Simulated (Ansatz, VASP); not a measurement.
## One calculation of MgSe, two programs

```
CELL_PARAMETERS angstrom
2.55829 2.55829 0.00000
-2.55829 2.55829 0.00000
0.00000 2.55829 2.55829
ATOMIC_POSITIONS crystal
Mg 0.00000 0.00000 0.00000
Se 0.50000 0.50000 0.00000
```

Alike in both runs: task single point; functional LDA; k mesh 8 × 8 × 8; no spin polarisation.

```csv
,VASP,Ansatz
version,VASP 6.6.1,Ansatz 0.2.0
potentials or method,"VASP PAW LDA potentials, release 64 (Mg, Se), cutoff 600 eV","all-electron LAPW, scalar-relativistic"
occupations,"gaussian, width 0.01 eV",fixed
```

```csv
,VASP,Ansatz,Ansatz less VASP
gap on the k mesh at the Fermi level (eV),1.96,1.97,+0.010
pressure (GPa),14.8,15.0,+0.26
```

LDA's correlation is that of Perdew and Zunger in VASP and of Perdew and Wang (1992) in Ansatz. Ansatz ran all-electron here, and VASP with PAW potentials.
